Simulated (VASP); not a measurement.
Crystal: Ge.

```xyz
2
Lattice="0.0000 2.8369 2.7526 2.8369 0.0000 2.7526 2.8369 2.8369 0.0000" Properties=species:S:1:pos:R:3 pbc="T T T"
Ge    0.0000    0.0000    0.0000
Ge    1.4184    1.4184    1.3763
```

This cell differs from its parent crystal: uniaxial z strain -3.0%.

Base run:

* Program: VASP 6.6.1
* Functional: r2SCAN
* Potentials or basis: VASP PAW PBE potentials, release 64 (Ge_d)
* Cutoff: 520 eV
* k mesh: 8 × 8 × 8
* Occupations: fermi-dirac, width 0.02 eV
* Spin: no spin polarisation

Its results: band gap on the k mesh 0.34 eV (least direct gap 0.44 eV); pressure 2.3 GPa.

Problem. The run is repeated on the same cell with these changes: functional from r2SCAN to PBE; further incar settings from ALGO = Normal; EDIFF = 1e-07; NBANDS = 21 to ALGO = Normal; EDIFF = 1e-06; NBANDS = 21. What comes out?

Solution. Band gap on the k mesh 0.07 eV; pressure 5.2 GPa.

Caveats: the PAW data sets were made with another functional, which shifts forces and pressure a little (at least some runs); the cell stands under pressure (at least some runs).

A k mesh can miss the band edges.
